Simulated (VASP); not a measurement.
Wanted: the native input for a VASP 6.6.1 run.

```yaml
Task: single point
Functional: PBE
Potentials_or_basis: VASP PAW PBE potentials, release 64 (O, H, C, N)
Cutoff: 520 eV
k_mesh: 1 × 1 × 1
Occupations: fermi-dirac, width 0.05 eV
Spin: no spin polarisation
Dipole_correction: no
Further_INCAR_settings: LREAL = Auto; ALGO = Normal; EDIFF = 1e-06; NBANDS = 77
```

The structure of H21C10N5O3 lies in POSCAR:

```
H21C10N5O3
1.0
    8.0671430000      0.0000000000      0.0000000000
    0.0000000000      8.0671430000      0.0000000000
    0.0000000000      0.0000000000      8.0671430000
O H C N
3 21 10 5
Direct
    0.6677952777      0.3196050944      0.6166743294
    0.3527890853      0.5371914196      0.8392934153
    0.0528935709      0.3794404041      0.7013263556
    0.6500070719      0.3786966464      0.5088294580
    0.6233805450      0.3822914754      0.7011652081
    0.2917513672      0.4255657796      0.8206127002
    0.2947387941      0.5887462265      0.7421090713
   -0.0145652556      0.4690136273      0.6909261432
    0.0579263315      0.3449424412      0.8162121336
    0.5073419425     -0.1174393462      0.2475721578
    0.6599362376     -0.1420329353      0.3764033934
    0.4945864974     -0.0017230388      0.4191570671
   -0.0016858509      0.8686594498      0.7638144012
   -0.0169328844      0.9632654336      0.5906923926
   -0.0240729587      0.7453444175      0.5662475551
    0.0563272524      0.2828014825      0.2800495789
    0.1908854225      0.0829785712      0.2507703161
    0.0732477409      0.1072126774      0.4379493459
    1.0937825200      0.7876766285      0.2550097352
    1.1266318200      0.5741809709      0.1818611620
    1.2580662076      0.7157180677      0.1044359819
    0.4974003808     -0.1105347953      0.9319532330
    0.5444678494      0.0604055240      0.7956968161
    0.6465238065      0.0658101635      0.9964494245
    0.5924526192     -0.0440056659      0.3416946991
    0.6635062748      0.1160014146      0.2821816844
    0.0386506103      0.8501646742      0.6402018658
    0.2209580269      0.8597715449      0.6338923210
    0.1250008832      0.1841544150      0.3370586092
    0.2543403532      0.2783761240      0.4121657444
    1.1414573908      0.7073631892      0.1587798803
    1.0144855496      0.7049087887      0.0262670440
    0.5357410920      0.0237754556      0.9260527550
    0.3880555979      0.1207490682      0.9730334519
    0.7671613110      0.2181069556      0.2562741233
    0.3609828163      0.8948397221      0.6036213812
    0.3657304699      0.3565822498      0.4623322036
    0.9353125388      0.6981529892     -0.0973454915
    0.2603523949      0.1903400002      0.9839542946
```

The input as run:

INCAR

```
SYSTEM = H21C10N5O3
ALGO     = Normal         ! electronic algorithm
EDIFF    = 1E-6           ! SCF threshold, eV
ENCUT    = 520            ! plane-wave cutoff, eV
GGA      = PE             ! functional
ISIF     = 2              ! what is computed and relaxed
ISMEAR   = -1             ! smearing method
LASPH    = .True.         ! aspherical terms in the spheres
LCHARG   = .False.        ! write CHGCAR
LREAL    = Auto         
LWAVE    = .False.        ! write WAVECAR
NBANDS   = 77             ! bands
NELM     = 100            ! most SCF steps
PREC     = Accurate       ! precision mode
SIGMA    = 0.05           ! smearing width, eV
```

KPOINTS

```
k-points
0
Gamma
  1 1 1
  0 0 0
```

Potentials or basis: VASP PAW PBE potentials, release 64 (O, H, C, N).

Command:

```console
$ cat potpaw_PBE.64/O/POTCAR potpaw_PBE.64/H/POTCAR potpaw_PBE.64/C/POTCAR potpaw_PBE.64/N/POTCAR > POTCAR
$ mpirun -np 1 vasp_gam > vasp.out
```

It gave:

The pressure is 0.4 GPa. The largest force is 6.582 eV/Å and the band gap on the k mesh is 4.13 eV.

Caveat: the k points lie up to 0.78 Å⁻¹ apart; the atoms stand as in a frame of molecular dynamics.

It took 63 s on 1 thread of Intel(R) Xeon(R) Platinum 8375C CPU @ 2.90GHz (Ice Lake), on a shared host, peak memory 0.49 GiB.
